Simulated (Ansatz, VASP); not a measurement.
# AlP in VASP and in Ansatz

```xyz
2
Lattice="0.0000 2.7534 2.7534 2.7534 0.0000 2.7534 2.7534 2.7534 0.0000" Properties=species:S:1:pos:R:3 pbc="T T T"
Al    0.0000    0.0000    0.0000
P     1.3767    1.3767    1.3767
```

Alike in both runs: functional PBE; k mesh 8 × 8 × 8; no spin polarisation.

Ansatz relaxed the structure, and its values are those at the end. VASP's run is a single point on that final structure, the one shown.

|  | VASP | Ansatz |
| --- | --- | --- |
| version | VASP 6.6.1 | Ansatz 0.2.0 |
| potentials or method | VASP PAW PBE potentials, release 64 (Al, P), cutoff 500 eV | plane waves, PAW |
| occupations | gaussian, width 0.01 eV | fixed |
| valence electrons in the cell | 8 | 8 |

|  | VASP | Ansatz | Ansatz less VASP |
| --- | --- | --- | --- |
| pressure (GPa) | 0.0 | 0.0 | +0.09 |

Ansatz's warnings: stress scf threshold loose.
